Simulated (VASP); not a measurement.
Write the native input for VASP 6.6.1 that does the following.

```
Task                   : single point
Functional             : LDA
Potentials or basis    : VASP PAW LDA potentials, release 64 (Se)
Cutoff                 : 500 eV
k mesh                 : 20 × 20 × 20
Occupations            : gaussian, width 0.1 eV
Spin                   : no spin polarisation
Dipole correction      : no
Further INCAR settings : ALGO = Normal; EDIFF = 1e-06; NBANDS = 9
```

The structure of Se lies in POSCAR:

```
Se
1.0
   -1.5664705418      1.5664705418      1.5664705418
    1.5664705418     -1.5664705418      1.5664705418
    1.5664705418      1.5664705418     -1.5664705418
Se
1
Direct
    0.0000000000      0.0000000000      0.0000000000
```

The input as run:

INCAR

```
SYSTEM = Se
  PREC = Accurate
  ENCUT = 500
  EDIFF = 1E-6
  ISMEAR = 0
  SIGMA = 0.1
  LREAL = .FALSE.
  LASPH = .TRUE.
  NELM = 120
  ALGO = Normal
  ISIF = 2
  LWAVE = .FALSE.
  LCHARG = .FALSE.
  GGA = CA
  NBANDS = 9
  GGA_COMPAT = .FALSE.
```

KPOINTS

```
regular mesh
0
G
  20 20 20
  0 0 0
```

Potentials or basis: VASP PAW LDA potentials, release 64 (Se).

Launch:

```bash
$ cat potpaw_LDA.64/Se/POTCAR > POTCAR
$ mpirun -np 1 vasp_std > vasp.out
```

It gave:

The pressure is 30.6 GPa. The band gap on the k mesh is zero (band 3 reaches 14.18 eV, above the bottom of band 4 at 4.06 eV).

Run time: 33 s on 1 thread of Intel Xeon 8259CL, on a shared host, peak memory 0.14 GiB.
